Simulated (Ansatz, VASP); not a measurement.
## MoS2: VASP beside Ansatz

```
Mo S
1.0
     3.24383    0.00000    0.00000
    -1.62192    2.80924    0.00000
     0.00000    0.00000   12.27212
Mo S
2 4
Direct
  0.33333 0.66667 0.25000
  0.66667 0.33333 0.75000
  0.33333 0.66667 0.62049
  0.66667 0.33333 0.12049
  0.33333 0.66667 0.87951
  0.66667 0.33333 0.37951
```

Change from the starting cell: strain +0.030 along x and y, +0.015 along z, atoms carried along.

Alike in both runs: task single point; functional PBE; dispersion D3(BJ); k mesh 12 × 12 × 4; occupations gaussian, width 0.05 eV; no spin polarisation.

|  | VASP | Ansatz |
| --- | --- | --- |
| version | VASP 6.6.1 | Ansatz 0.2.0 |
| potentials or method | VASP PAW PBE potentials, release 64 (Mo_sv, S), cutoff 520 eV | scalar-relativistic, plane waves, PAW |
| valence electrons in the cell | 52 | 52 |

Ansatz gave:

| Quantity | Value |
| --- | --- |
| gap on the k mesh at the Fermi level (eV) | 0.81 |
| least direct gap on the mesh (eV) | 1.48 |
| pressure (GPa) | -9.6 |
| traceless stress, the component that is largest in VASP (GPa) | 0.84 |
| rms of the force components (eV/Å) | 0.428 |

Q: Which values does VASP return?

A: gap on the k mesh at the Fermi level (eV): 0.82; least direct gap on the mesh (eV): 1.48; pressure (GPa): -9.7; traceless stress, the component that is largest in VASP (GPa): 0.81; rms of the force components (eV/Å): 0.432.

Atom by atom the forces differ by 0.004 eV/Å (rms over components).
